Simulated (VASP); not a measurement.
Crystal: CdPd.

```
Cd Pd
1.0
     3.06259    0.00000    0.00000
     0.00000    3.06259    0.00000
     0.00000    0.00000    3.72270
Cd Pd
1 1
Direct
  0.00000 0.00000 0.00000
  0.50000 0.50000 0.50000
```

| Property | Result |
| --- | --- |
| Program | VASP 6.6.1 |
| Task | relaxation of cell and atoms |
| Functional | LDA |
| Potentials or basis | VASP PAW LDA potentials, release 64 (Cd, Pd) |
| Cutoff | 600 eV |
| k mesh | 14 × 14 × 12 |
| Occupations | gaussian, width 0.1 eV |
| Spin | no spin polarisation |

At the start: pressure -10.4 GPa; volume 17.46 Å³/atom.

Task: Where does the relaxation end?

Result: Over 14 steps the energy falls by 49.6 meV/atom and the volume is 16.06 Å³/atom (-8.0 %); space group P4/mmm (No. 123, to 0.05 Å).

Step by step:
```
step  energy change (eV)  largest force (eV/Å)  pressure (GPa)  volume (Å³)
   1              0.0000                0.0000          -10.39        34.92
   2              0.0259                0.0000           16.75        29.50
   3             -0.0990                0.0000           -0.20        32.17
   4             -0.0990                0.0000            0.04        32.11
   5             -0.0991                0.0000            0.05        32.11
   6             -0.0993                0.0000            0.03        32.11
   7             -0.0990                0.0000            0.06        32.10
   8             -0.0993                0.0000            0.08        32.11
   9             -0.0993                0.0000            0.04        32.11
  10             -0.0993                0.0000            0.05        32.11
  11             -0.0993                0.0000            0.05        32.11
  12             -0.0993                0.0000            0.05        32.11
  13             -0.0993                0.0000           -0.14        32.15
  14             -0.0993                0.0000            0.00        32.12
```

Final structure:
```
Cd Pd
1.0
     2.96928    0.00000    0.00000
     0.00000    2.96928    0.00000
     0.00000    0.00000    3.64313
Cd Pd
1 1
Direct
  0.00000 0.00000 0.00000
  0.50000 0.50000 0.50000
```
